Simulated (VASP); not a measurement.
# Cu (Fm-3m) in VASP: notebook

Aim: see how the results for Cu move with the level of theory and the settings. Levels: PBE, PBEsol-based screened hybrid. Tasks: single point.

Everything below comes from runs of VASP 6.6.1. Logs are shortened: lines on timing, memory, paths and dates and some standing lists are left out, and cuts for length are marked.

## Step 1: The cell of the first run

The structure is cubic, space group Fm-3m (No. 225). Conventional cell: a = 3.615 Å, b = 3.615 Å, c = 3.615 Å, α = 90.00°, β = 90.00°, γ = 90.00°. Cu (site symmetry m-3m) has 12 Cu at 2.56 Å within 3.4 Å.

## Step 2: Single point, PBE

Contents of INCAR:

```
  PREC = Accurate
  ENCUT = 520
  EDIFF = 1E-6
  ISMEAR = -1
  SIGMA = 0.04
  LREAL = False
  LASPH = True
  NELM = 100
  ALGO = Normal
  ISIF = 2
  LWAVE = False
  LCHARG = False
  GGA = PE
  NBANDS = 12
```

Contents of KPOINTS:

```
Automatic mesh
0
Gamma
  6 6 6
```

Contents of POSCAR:

```
Cu
1.0
    0.0000000000      1.8075000000      1.8075000000
    1.8075000000      0.0000000000      1.8075000000
    1.8075000000      1.8075000000      0.0000000000
Cu
1
Direct
    0.0000000000      0.0000000000      0.0000000000
```

Potentials or basis: VASP PAW PBE potentials, release 64 (Cu).

On the command line:

```sh
cat potpaw_PBE.64/Cu/POTCAR > POTCAR
mpirun -np 1 vasp_std > vasp.out
```

OUTCAR:

```text
PREC = Accurate
   ENCUT = 520
   EDIFF = 1E-6
   ISMEAR = -1
   LREAL = False
   LASPH = True
   NELM = 100
   ISIF = 2
   GGA = PE

 ion  position               nearest neighbor table
   1  0.000  0.000  0.000-

  LATTYP: Found a face centered cubic cell.
 ALAT       =     3.6150000000

  Lattice vectors:

 A1 = (   0.0000000000,   1.8075000000,   1.8075000000)
 A2 = (   1.8075000000,   0.0000000000,   1.8075000000)
 A3 = (   1.8075000000,   1.8075000000,   0.0000000000)

Analysis of symmetry for initial positions (statically):
=====================================================================
 Subroutine PRICEL returns:
 Original cell was already a primitive cell.

 Routine SETGRP: Setting up the symmetry group for a
 face centered cubic supercell.

 Subroutine GETGRP returns: Found 48 space group operations
[... 9 lines left out ...]

 Routine SETGRP: Setting up the symmetry group for a
 face centered cubic supercell.

 Subroutine GETGRP returns: Found 48 space group operations
[... 11 lines left out ...]
                                     Primitive cell

  volume of cell :      11.8104

  direct lattice vectors                    reciprocal lattice vectors
     0.000000000  1.807500000  1.807500000    -0.276625173  0.276625173  0.276625173
     1.807500000  0.000000000  1.807500000     0.276625173 -0.276625173  0.276625173
     1.807500000  1.807500000  0.000000000     0.276625173  0.276625173 -0.276625173

  length of vectors
     2.556191014  2.556191014  2.556191014     0.479128854  0.479128854  0.479128854

  position of ions in fractional coordinates (direct lattice)
     0.000000000  0.000000000  0.000000000

  ion indices of the primitive-cell ions
   primitive index   ion index
                 1           1

----------------------------------------------------------------------------------------

 KPOINTS: Automatic mesh

Automatic generation of k-mesh.
 Grid dimensions read from file:
 generate k-points for:    6    6    6

 Generating k-lattice:

  Cartesian coordinates                     Fractional coordinates (reciprocal lattice)
    -0.046104195  0.046104195  0.046104195     0.166666667  0.000000000  0.000000000
     0.046104195 -0.046104195  0.046104195     0.000000000  0.166666667  0.000000000
     0.046104195  0.046104195 -0.046104195     0.000000000  0.000000000  0.166666667

  Length of vectors
     0.079854809  0.079854809  0.079854809

  Shift w.r.t. Gamma in fractional coordinates (k-lattice)
     0.000000000  0.000000000  0.000000000

 Subroutine IBZKPT returns following result:
 ===========================================

 Found     16 irreducible k-points:

 Following reciprocal coordinates:
            Coordinates               Weight
  0.000000  0.000000  0.000000      1.000000
  0.166667  0.000000  0.000000      8.000000
  0.333333  0.000000  0.000000      8.000000
  0.500000  0.000000  0.000000      4.000000
  0.166667  0.166667  0.000000      6.000000
  0.333333  0.166667  0.000000     24.000000
[... 8 lines left out ...]
 -0.333333  0.333333  0.166667     24.000000
 -0.333333  0.500000  0.166667     12.000000
   k-points           NKPTS =     16   k-points in BZ     NKDIM =     16   number of bands    NBANDS=     12
   number of dos      NEDOS =    301   number of ions     NIONS =      1
   total plane-waves  NPLWV =   8000
   dimension x,y,z NGX =    20 NGY =   20 NGZ =   20
   dimension x,y,z NGXF=    40 NGYF=   40 NGZF=   40
   ions per type =               1
   NGX,Y,Z   is equivalent  to a cutoff of  13.01, 13.01, 13.01 a.u.
   NGXF,Y,Z  is equivalent  to a cutoff of  26.01, 26.01, 26.01 a.u.
 SYSTEM =  unknown system
   PREC   = accura    normal or accurate (medium, high low for compatibility)
   ISTART =      0    job   : 0-new  1-cont  2-samecut
   ICHARG =      2    charge: 1-file 2-atom 10-const
   ISPIN  =      1    spin polarized calculation?
   LNONCOLLINEAR =      F non collinear calculations
   LSORBIT =      F    spin-orbit coupling
   LASPH  =      T    aspherical Exc in radial PAW
   ENCUT  =  520.0 eV  38.22 Ry    6.18 a.u.   4.75  4.75  4.75*2*pi/ulx,y,z
   NELM   =    100;   NELMIN=  2; NELMDL= -5     # of ELM steps
   EDIFF  = 0.1E-05   stopping-criterion for ELM
   LREAL  =      F    real-space projection
   EDIFFG = 0.1E-04   stopping-criterion for IOM
   NSW    =      0    number of steps for IOM
   IBRION =     -1    ionic relax: 0-MD 1-quasi-New 2-CG
   NFREE  =      0    steps in history (QN), initial steepest desc. (CG)
   ISIF   =      2    stress and relaxation
   ISYM   =      2    0-nonsym 1-usesym 2-fastsym
   POTIM  = 0.5000    time-step for ionic-motion
   TEBEG  =    0.0;   TEEND  =   0.0 temperature during run
   PSTRESS=    0.0 pullay stress
   NELECT =      11.0000    total number of electrons
   NUPDOWN=      -1.0000    fix difference up-down
   EMIN   =  10.00;   EMAX   =-10.00  energy-range for DOS
   EFERMI =   0.00;   METHOD = LEGACY
   ISMEAR =    -1;   SIGMA  =   0.04  broadening in eV -4-tet -1-fermi 0-gaus
   EFERMI_NEDOS =   21; number of points for ismear=-14 and -15
   IALGO  =     38    algorithm
   IMIX   =      4    mixing-type and parameters
     AMIX     =   0.40;   BMIX     =  1.00
     AMIX_MAG =   1.60;   BMIX_MAG =  1.00
  volume/ion in A,a.u.               =      11.81        79.70
  Fermi-wavevector in a.u.,A,eV,Ry     =   1.598763  3.021224 34.777078  2.556043
  Thomas-Fermi vector in A             =   2.696162
   LORBIT       =      0    0 simple, 1 ext, 2 COOP (PROOUT), +10 PAW based schemes
   GGA     = PE    functional components
   LHFCALC =     F    Hartree Fock is set to
   AEXX    =    0.0000 exact exchange contribution
   IVDW    =     0    specifies the selected vdW correction
   LEPSILON=     F    determine dielectric tensor
   LRPA    =     F    only Hartree local field effects (RPA)
 non-spin polarized calculation
  energy-cutoff  :      520.00
  volume of cell :       11.81
 maximum number of plane-waves:       332
   NGX =  9   NGY =  9   NGZ =  9

 number of electron      11.0000001 magnetization

 Free energy of the ion-electron system (eV)
  ---------------------------------------------------
  ext. energy  EPLUGINS =         0.00000000
  ---------------------------------------------------
  free energy    TOTEN  =        -3.66562579 eV

  energy without entropy =       -3.65970652  energy(sigma->0) =       -3.66266616

 E-fermi :   7.5243     XC(G=0): -12.7266

 val. band max:        7.5038022638   @ k =   0.5000   0.3333   0.1667
 cond. band min:       8.0551790841   @ k =   0.5000   0.1667   0.0000
 fundamental gap:      0.5513768203
 Fermi energy:         7.5243272404

 k-point     1 :       0.0000    0.0000    0.0000
  band No.  band energies     occupation
      1      -1.7655      2.00000
      2       4.5559      2.00000
      3       4.5559      2.00000
      4       4.5559      2.00000
      5       5.3778      2.00000
      6       5.3778      2.00000
      7      30.1808      0.00000
      8      32.8239      0.00000
      9      32.8239      0.00000
     10      32.8239      0.00000
     11      35.3155      0.00000
     12      35.3155      0.00000

 k-point     2 :       0.1667    0.0000    0.0000
  band No.  band energies     occupation
      1      -0.7768      2.00000
      2       4.3814      2.00000
      3       4.6942      2.00000
      4       4.6942      2.00000
      5       5.3520      2.00000
      6       5.3520      2.00000
      7      24.2306      0.00000
      8      30.6125      0.00000
      9      31.1507      0.00000
     10      31.1507      0.00000
     11      37.1540      0.00000
     12      37.6951      0.00000

 k-point     3 :       0.3333    0.0000    0.0000
  band No.  band energies     occupation
      1       1.6004      2.00000
      2       4.5568      2.00000
      3       4.6360      2.00000
      4       4.6360      2.00000
      5       5.6765      2.00000
      6       5.6765      2.00000
      7      16.1951      0.00000
      8      29.3867      0.00000
      9      29.9370      0.00000
     10      29.9370      0.00000
     11      34.2895      0.00000
     12      34.2895      0.00000

 k-point     4 :       0.5000    0.0000    0.0000
  band No.  band energies     occupation
      1       2.5079      2.00000
      2       4.5226      2.00000
      3       4.5226      2.00000
      4       5.9459      2.00000
      5       5.9459      2.00000
      6       6.5834      2.00000
      7      11.3408      0.00000
      8      28.6727      0.00000
      9      29.6557      0.00000
     10      29.6557      0.00000
     11      32.6612      0.00000
     12      32.6612      0.00000

 k-point     5 :       0.1667    0.1667    0.0000
  band No.  band energies     occupation
      1      -0.4547      2.00000
      2       4.1925      2.00000
      3       4.8657      2.00000
      4       4.8657      2.00000
      5       5.0712      2.00000
      6       5.5127      2.00000
      7      27.3655      0.00000
      8      27.3656      0.00000
      9      27.7252      0.00000
     10      29.4108      0.00000
     11      33.1170      0.00000
     12      40.6001      0.00000

 k-point     6 :       0.3333    0.1667    0.0000
  band No.  band energies     occupation
      1       1.5035      2.00000
      2       3.9396      2.00000
      3       4.6071      2.00000
      4       4.9935      2.00000
      5       5.7099      2.00000
      6       5.7680      2.00000
      7      19.3792      0.00000
      8      25.4452      0.00000
      9      26.4245      0.00000
     10      28.2795      0.00000
     11      34.4251      0.00000
     12      39.6160      0.00000

 k-point     7 :       0.5000    0.1667    0.0000
  band No.  band energies     occupation
      1       2.9319      2.00000
      2       4.1551      2.00000
      3       4.6388      2.00000
      4       4.8459      2.00000
      5       5.9653      2.00000
      6       8.0552      0.00000
      7      12.6034      0.00000
      8      23.3365      0.00000
      9      25.7199      0.00000
     10      27.9200      0.00000
     11      37.6962      0.00000
     12      38.0933      0.00000

 k-point     8 :      -0.3333    0.1667    0.0000
  band No.  band energies     occupation
      1       2.7634      2.00000
      2       4.3234      2.00000
      3       4.3988      2.00000
      4       4.8374      2.00000
      5       5.6018      2.00000
      6       7.2234      1.99892
      7      14.5873      0.00000
      8      21.8133      0.00000
      9      28.3399      0.00000
     10      29.2033      0.00000
     11      36.3195      0.00000
     12      36.9065      0.00000
[... 46 lines left out ...]
 k-point    12 :      -0.3333    0.3333    0.0000
  band No.  band energies     occupation
      1       3.5329      2.00000
      2       3.7023      2.00000
      3       4.4281      2.00000
      4       5.3069      2.00000
      5       5.7478      2.00000
      6      10.8302      0.00000
      7      13.5122      0.00000
      8      16.0735      0.00000
      9      24.2288      0.00000
     10      27.4205      0.00000
     11      40.9297      0.00000
     12      41.8811      0.00000

 k-point    13 :       0.5000    0.5000    0.0000
  band No.  band energies     occupation
      1       2.7042      2.00000
      2       3.1630      2.00000
      3       5.9275      2.00000
      4       6.0888      2.00000
      5       6.0888      2.00000
      6       9.0840      0.00000
      7      14.6982      0.00000
      8      20.6672      0.00000
      9      20.6672      0.00000
     10      25.1604      0.00000
     11      27.8434      0.00000
     12      49.6780      0.00000

 k-point    14 :       0.5000    0.3333    0.1667
  band No.  band energies     occupation
      1       3.0485      2.00000
      2       3.7653      2.00000
      3       4.2795      2.00000
      4       5.4249      2.00000
      5       5.6170      2.00000
      6       7.5038      1.25108
      7      17.8486      0.00000
      8      18.8600      0.00000
      9      22.3321      0.00000
     10      32.2468      0.00000
     11      33.7319      0.00000
     12      38.0046      0.00000

 k-point    15 :      -0.3333    0.3333    0.1667
  band No.  band energies     occupation
      1       3.6555      2.00000
      2       3.6857      2.00000
      3       4.2502      2.00000
      4       5.2352      2.00000
      5       5.9141      2.00000
      6      11.1425      0.00000
      7      12.3804      0.00000
      8      19.3245      0.00000
      9      19.5861      0.00000
     10      32.5943      0.00000
     11      35.3099      0.00000
     12      41.2846      0.00000

 k-point    16 :      -0.3333    0.5000    0.1667
  band No.  band energies     occupation
      1       3.2158      2.00000
      2       3.5499      2.00000
      3       4.7559      2.00000
      4       5.5266      2.00000
      5       6.0894      2.00000
      6      11.6153      0.00000
      7      15.2428      0.00000
      8      16.2753      0.00000
      9      17.5970      0.00000
     10      31.2221      0.00000
     11      33.7483      0.00000
     12      40.9986      0.00000

------------------------ aborting loop because EDIFF is reached ----------------------------------------

  FORCE on cell =-STRESS in cart. coord.  units (eV):
  Direction    XX          YY          ZZ          XY          YZ          ZX
  --------------------------------------------------------------------------------------
  -------------------------------------------------------------------------------------
  Total        0.2553226      0.2553226      0.2553226      0.0000000      0.0000000     -0.0000000
  in kB       34.6365723     34.6365723     34.6365723      0.0000000      0.0000000     -0.0000000
  external PRESSURE =      34.6365723 kB  Pullay stress =       0.0000000 kB

 VOLUME and BASIS-vectors are now :
 -----------------------------------------------------------------------------
  energy-cutoff  :      520.00
  volume of cell :       11.81
      direct lattice vectors                 reciprocal lattice vectors
     0.000000000  1.807500000  1.807500000    -0.276625173  0.276625173  0.276625173
     1.807500000  0.000000000  1.807500000     0.276625173 -0.276625173  0.276625173
     1.807500000  1.807500000  0.000000000     0.276625173  0.276625173 -0.276625173

 POSITION                                       TOTAL-FORCE (eV/Angst)
 -----------------------------------------------------------------------------------
      0.00000      0.00000      0.00000         0.000000      0.000000      0.000000
 -----------------------------------------------------------------------------------
    total drift:                               -0.000000     -0.000000     -0.000000

  FREE ENERGIE OF THE ION-ELECTRON SYSTEM (eV)
  ---------------------------------------------------
  free  energy   TOTEN  =        -3.6656257907 eV

  energy  without entropy=       -3.6597065244  energy(sigma->0) =       -3.66266616
```

It took 5 s on 1 thread of AMD EPYC 7R13, shared host; peak memory 0.09 GiB.

What came out:

| Item | Value |
| --- | --- |
| Free energy | -3.6656 eV |
| Pressure | 3.5 GPa |

Caveat: the k points lie up to 0.50 Å⁻¹ apart.

## Step 3: Single point, PBEsol-based screened hybrid

This run uses another cell than the first one, of 11.10 Å³/atom, 0.940 times its volume.

Contents of POSCAR:

```
Cu
1.0
    0.0000000000      1.7706018915      1.7706018915
    1.7706018915      0.0000000000      1.7706018915
    1.7706018915      1.7706018915      0.0000000000
Cu
1
Direct
    0.0000000000      0.0000000000      0.0000000000
```

Contents of INCAR.step1:

```
SYSTEM = Cu
PREC = Accurate ; ENCUT = 520
EDIFF = 1E-5 ; ISMEAR = -1
SIGMA = 0.05 ; LREAL = .FALSE.
LASPH = .TRUE. ; NELM = 100
ALGO = Normal ; ISIF = 2
LWAVE = .TRUE. ; GGA = PE
NBANDS = 12
```

Contents of INCAR.step2:

```
SYSTEM = Cu
PREC = Accurate ; ENCUT = 520
EDIFF = 1E-6 ; ISMEAR = -1
SIGMA = 0.05 ; LREAL = .FALSE.
LASPH = .TRUE. ; NELM = 100
ALGO = Normal ; ISIF = 2
LWAVE = .FALSE. ; LCHARG = .TRUE.
GGA = PS ; LHFCALC = .TRUE.
AEXX = 0.25 ; HFSCREEN = 0.207
PRECFOCK = Normal ; LELF = .TRUE.
LVHAR = .TRUE. ; ISTART = 1
NBANDS = 12
```

Contents of KPOINTS:

```
Automatic mesh
0
G
  7 7 7
  0 0 0
```

Potentials or basis: VASP PAW PBE potentials, release 64 (Cu).

On the command line:

```sh
cat potpaw_PBE.64/Cu/POTCAR > POTCAR
cp INCAR.step1 INCAR
mpirun -np 1 vasp_std > vasp.out
cp INCAR.step2 INCAR
mpirun -np 1 vasp_std > vasp.out
```

Wall time 5.7 min (1 thread of Intel Xeon Platinum 8559C (Emerald Rapids), shared host); peak memory 0.21 GiB.

Results (log left out):

* Free energy: -4.1025 eV
* Pressure: 5.2 GPa

Levels at points of the mesh, in eV from the Fermi level:
| k point | band 2 | band 3 | band 4 | band 5 | band 6 | band 7 | band 8 | band 9 | band 10 | band 11 |
| --- | --- | --- | --- | --- | --- | --- | --- | --- | --- | --- |
| (0.00, 0.00, 0.00) | -4.98 | -4.98 | -4.98 | -4.07 | -4.07 | 24.04 | 27.47 | 27.47 | 27.47 | 30.21 |

Caveat: the k points lie up to 0.44 Å⁻¹ apart; the PAW data sets were made with another functional, which shifts forces and pressure a little.

(Continued in part 2 of 2.)
